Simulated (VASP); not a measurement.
Here is a VASP 6.6.1 calculation.

INCAR

```
PREC = Accurate ; ENCUT = 520
EDIFF = 1E-8 ; ISMEAR = -1
SIGMA = 0.05 ; LREAL = False
LASPH = True ; NELM = 80
ALGO = Normal ; ISIF = 2
LWAVE = False ; LCHARG = False
GGA = PS ; LEFG = True
NBANDS = 12
```

KPOINTS

```
Automatic mesh
0
Gamma
  12 12 12
```

The input POSCAR:

```
As
1.0
    1.8774110887      1.0839237974      3.7043351684
   -1.8774110887      1.0839237974      3.7043351684
    0.0000000000     -2.1678475948      3.7043351684
As
2
Direct
    0.2244335900      0.2244335900      0.2244335900
    0.7755664100      0.7755664100      0.7755664100
```

Potentials or basis: VASP PAW PBE potentials, release 64 (As).

The run is started by

```sh
$ cat potpaw_PBE.64/As/POTCAR > POTCAR
$ mpirun -np 1 vasp_std > vasp.out
```

**Question.** Estimate the pressure.

**Answer.** -1.0 GPa.

**Question.** Estimate the largest force.

**Answer.** 0.239 eV/Å.

Electric field gradients, principal values (V/Å²):
| atom | least | middle | greatest (by size) |
| --- | --- | --- | --- |
| 1 As | 25.660 | 25.660 | -51.321 |
| 2 As | 25.660 | 25.660 | -51.321 |

Caveat: without QUAD_EFG the Cq values of the log hold for a quadrupole moment of 1 mb, not for the nuclei; the PAW data sets were made with another functional, which shifts forces and pressure a little.
